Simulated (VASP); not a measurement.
# SnO2 (Pnnm) in VASP: further runs, part 2 of 2

VASP 6.6.1. Earlier steps stand in the parts before.

### 5 Single point, LDA

This run uses another cell than the first one, of 11.03 Å³/atom, 0.816 times its volume.

INCAR reads:

```
PREC = Accurate
ENCUT = 520
EDIFF = 1E-7
ISMEAR = 0
SIGMA = 0.05
LREAL = False
LASPH = True
NELM = 60
ALGO = Normal
ISIF = 2
LWAVE = False
LCHARG = False
GGA = CA
NBANDS = 35
```

KPOINTS reads:

```
Automatic mesh
0
Gamma
  6 6 8
```

POSCAR reads:

```
SnO2
1.0
    4.6094272255      0.0000000000      0.0000000000
    0.0000000000      4.6099934723      0.0000000000
    0.0000000000      0.0000000000      3.1141542057
Sn O
2 4
Direct
    0.5000000000      0.5000000000      0.5000000000
    0.0000000000      0.0000000000      0.0000000000
    0.3059833077      0.3450716815      0.0000000000
    0.8059833077      0.1549283185      0.5000000000
    0.1940166923      0.8450716815      0.5000000000
    0.6940166923      0.6549283185      0.0000000000
```

Potentials or basis: VASP PAW LDA potentials, release 64 (Sn_d, O).

Launch:

```console
$ cat potpaw_LDA.64/Sn_d/POTCAR potpaw_LDA.64/O/POTCAR > POTCAR
$ mpirun -np 1 vasp_std > vasp.out
```

OUTCAR:

```text
PREC = Accurate
   ENCUT = 520
   EDIFF = 1E-7
   ISMEAR = 0
   LREAL = False
   LASPH = True
   NELM = 60
   ISIF = 2
   GGA = CA

 ion  position               nearest neighbor table
   1  0.500  0.500  0.500-   6 1.93   6 1.93   3 1.93   3 1.93   5 2.13   4 2.13   2 3.61   2 3.61
                             2 3.61   2 3.61   2 3.61   2 3.61   2 3.61   2 3.61
   2  0.000  0.000  0.000-   4 1.93   4 1.93   5 1.93   5 1.93   3 2.13   6 2.13   1 3.61   1 3.61
                             1 3.61   1 3.61   1 3.61   1 3.61   1 3.61   1 3.61
   3  0.306  0.345  0.000-   1 1.93   1 1.93   2 2.13
   4  0.806  0.155  0.500-   2 1.93   2 1.93   1 2.13
   5  0.194  0.845  0.500-   2 1.93   2 1.93   1 2.13
   6  0.694  0.655  0.000-   1 1.93   1 1.93   2 2.13

  LATTYP: Found a simple orthorhombic cell.
 ALAT       =     3.1141542057
 B/A-ratio  =     1.4801538142
 C/A-ratio  =     1.4803356442

  Lattice vectors:

 A1 = (   0.0000000000,   0.0000000000,   3.1141542057)
 A2 = (   4.6094272255,   0.0000000000,   0.0000000000)
 A3 = (   0.0000000000,   4.6099934723,   0.0000000000)

Analysis of symmetry for initial positions (statically):
=====================================================================
 Subroutine PRICEL returns:
 Original cell was already a primitive cell.

 Routine SETGRP: Setting up the symmetry group for a
 simple orthorhombic supercell.

 Subroutine GETGRP returns: Found  8 space group operations
 (whereof  4 operations were pure point group operations)
 out of a pool of  8 trial point group operations.

The static configuration has the point symmetry C_2h.
 The point group associated with its full space group is D_2h.

Analysis of symmetry for dynamics (positions and initial velocities):
=====================================================================
 Subroutine PRICEL returns:
 Original cell was already a primitive cell.

 Routine SETGRP: Setting up the symmetry group for a
 simple orthorhombic supercell.

 Subroutine GETGRP returns: Found  8 space group operations
 (whereof  4 operations were pure point group operations)
 out of a pool of  8 trial point group operations.
[... 129 lines left out ...]
     AMIX     =   0.40;   BMIX     =  1.00
     AMIX_MAG =   1.60;   BMIX_MAG =  1.00
  volume/ion in A,a.u.               =      11.03        74.43
  Fermi-wavevector in a.u.,A,eV,Ry     =   1.510707  2.854822 31.051688  2.282235
  Thomas-Fermi vector in A             =   2.620861
   LORBIT       =      0    0 simple, 1 ext, 2 COOP (PROOUT), +10 PAW based schemes
   GGA     = CA    functional components
   LHFCALC =     F    Hartree Fock is set to
   AEXX    =    0.0000 exact exchange contribution
   IVDW    =     0    specifies the selected vdW correction
   LEPSILON=     F    determine dielectric tensor
   LRPA    =     F    only Hartree local field effects (RPA)
 non-spin polarized calculation
 Gauss-broadening in eV      SIGMA  =   0.05
  energy-cutoff  :      520.00
  volume of cell :       66.17
 maximum number of plane-waves:      1796
 NGX is ok and might be reduce to    36
   NGX = 17   NGY = 17   NGZ = 11

 number of electron      52.0000015 magnetization

 Free energy of the ion-electron system (eV)
  ---------------------------------------------------
  ext. energy  EPLUGINS =         0.00000000
  ---------------------------------------------------
  free energy    TOTEN  =       -40.85678717 eV

  energy without entropy =      -40.85678717  energy(sigma->0) =      -40.85678717

 E-fermi :   6.9688     XC(G=0): -12.1819

 val. band max:        6.7295674961   @ k =   0.0000   0.0000   0.0000
 cond. band min:       9.1282185521   @ k =   0.0000   0.0000   0.0000
 fundamental gap:      2.3986510559
 Fermi energy:         6.9687923655

 k-point     1 :       0.0000    0.0000    0.0000
  band No.  band energies     occupation
      1     -14.5025      2.00000
      2     -14.0953      2.00000
      3     -13.0294      2.00000
      4     -13.0122      2.00000
      5     -12.9215      2.00000
      6     -12.7567      2.00000
[... 901 lines left out ...]
     34      19.4212      0.00000
     35      20.3810      0.00000

 [... further k-points ...]
[... 5 lines left out ...]
  --------------------------------------------------------------------------------------
  -------------------------------------------------------------------------------------
  Total       11.0024830      7.3354812     18.3472283     -0.0000000      0.0000000      0.0000000
  in kB      266.3875370    177.6036159    444.2154505     -0.0000000      0.0000000      0.0000000
  external PRESSURE =     296.0688678 kB  Pullay stress =       0.0000000 kB

 VOLUME and BASIS-vectors are now :
 -----------------------------------------------------------------------------
  energy-cutoff  :      520.00
  volume of cell :       66.17
      direct lattice vectors                 reciprocal lattice vectors
     4.609427226  0.000000000  0.000000000     0.216946694  0.000000000  0.000000000
     0.000000000  4.609993472  0.000000000     0.000000000  0.216920047  0.000000000
     0.000000000  0.000000000  3.114154206     0.000000000  0.000000000  0.321114477

 POSITION                                       TOTAL-FORCE (eV/Angst)
 -----------------------------------------------------------------------------------
      2.30471      2.30500      1.55708        -0.000000     -0.000000      0.000000
      0.00000      0.00000      0.00000        -0.000000     -0.000000      0.000000
      1.41041      1.59078      0.00000        -3.246313     -2.845784     -0.000000
      3.71512      0.71422      1.55708        -3.246313      2.845784     -0.000000
      0.89431      3.89577      1.55708         3.246313     -2.845784      0.000000
      3.19902      3.01922      0.00000         3.246313      2.845784      0.000000
 -----------------------------------------------------------------------------------
    total drift:                                0.000000     -0.000000      0.000000

  FREE ENERGIE OF THE ION-ELECTRON SYSTEM (eV)
  ---------------------------------------------------
  free  energy   TOTEN  =       -40.8567871746 eV

  energy  without entropy=      -40.8567871746  energy(sigma->0) =      -40.85678717
```

stdout:

```text
POSCAR found type information on POSCAR SnO
 POSCAR found :  2 types and       6 ions
 scaLAPACK will be used
 LDA part: xc-table for (Slater(with rela. corr.)+CA(PZ))
 , standard interpolation
 POSCAR, INCAR and KPOINTS ok, starting setup
 FFT: planning ... GRIDC
 FFT: planning ... GRID_SOFT
 FFT: planning ... GRID
 WAVECAR not read
 entering main loop
```

Wall time 4 min (1 thread of Intel Xeon 8259CL, shared host); peak memory 0.25 GiB.

What came out:

```
Free energy            : -40.8568 eV
Pressure               : 29.6 GPa
Largest force          : 4.317 eV/Å
Band gap on the k mesh : 2.40 eV, direct
```

Forces in eV/Å, atoms in the order of the input:
```
Sn   0.000  0.000  0.000
Sn   0.000  0.000  0.000
O   -3.246 -2.846  0.000
O   -3.246  2.846  0.000
O    3.246 -2.846  0.000
O    3.246  2.846  0.000
```

Levels at points of the mesh, in eV from the valence-band top:
| k point | band 24 | band 25 | band 26 | band 27 | band 28 | band 29 |
| --- | --- | --- | --- | --- | --- | --- |
| (0.00, 0.00, 0.00) | -0.66 | -0.62 | 0.00 | 2.40 | 6.00 | 6.81 |
| (0.50, 0.00, 0.00) | -0.93 | -0.57 | -0.57 | 5.07 | 5.07 | 6.71 |
| (0.00, 0.50, 0.00) | -0.92 | -0.77 | -0.77 | 5.28 | 5.28 | 7.47 |
| (0.50, 0.50, 0.00) | -1.02 | -0.83 | -0.83 | 5.20 | 5.20 | 7.63 |
| (0.00, 0.00, 0.50) | -1.74 | -1.25 | -1.25 | 7.60 | 7.60 | 9.83 |
| (0.50, 0.00, 0.50) | -1.11 | -0.31 | -0.31 | 7.96 | 7.96 | 8.35 |
| (0.00, 0.50, 0.50) | -1.26 | -0.23 | -0.23 | 7.87 | 7.87 | 8.06 |
| (0.50, 0.50, 0.50) | -1.27 | -0.82 | -0.82 | 6.76 | 6.76 | 8.47 |

Caveat: spin-orbit coupling is left out, which moves the levels of the heavy elements; forces of over 1 eV/Å act on the atoms, so gaps and moduli don't describe the material at rest. LDA gaps usually lie below the measured ones, often by a third to a half.
